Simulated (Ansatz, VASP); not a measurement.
LaTeN in VASP and in Ansatz

```
N Te La
1.0
     7.59420    0.00000    0.00000
    -3.79710    6.57677    0.00000
     0.00000    0.00000    4.24084
N Te La
3 3 3
Direct
  0.00000 0.00000 0.50000
  0.33330 0.66670 0.00000
  0.66670 0.33330 0.00000
  0.24500 0.00000 0.00000
  0.75500 0.75500 0.00000
  0.00000 0.24500 0.00000
  0.58500 0.00000 0.50000
  0.41500 0.41500 0.50000
  0.00000 0.58500 0.50000
```

Alike in both runs: task single point; functional PBE; dispersion D3(BJ); k mesh 3 × 3 × 4; occupations methfessel-paxton of order 1, width 0.01 eV; no spin polarisation.

|  | VASP | Ansatz |
| --- | --- | --- |
| version | VASP 6.6.1 | Ansatz 0.2.0 |
| potentials or method | VASP PAW PBE potentials, release 64 (N, Te, La), cutoff 520 eV | PAW plane waves |
| valence electrons in the cell | 66 | 96 |

VASP gave:

| Quantity | Value |
| --- | --- |
| gap on the k mesh at the Fermi level (eV) | none |
| pressure (GPa) | -9.6 |
| rms of the force components (eV/Å) | 0.505 |

What did Ansatz give for the same quantities?

gap on the k mesh at the Fermi level (eV): none; pressure (GPa): -9.3; rms of the force components (eV/Å): 0.500.

A gap of «none» marks a metal or a gap that the smearing closes. VASP's potentials hold 66 valence electrons a cell and Ansatz's 96, so a difference there can come from the potentials and not from the codes. Ansatz's warnings: structure snapped to symmetry.

The k mesh is coarse, so the values compare programs but aren't converged. Spin-orbit coupling is off throughout.
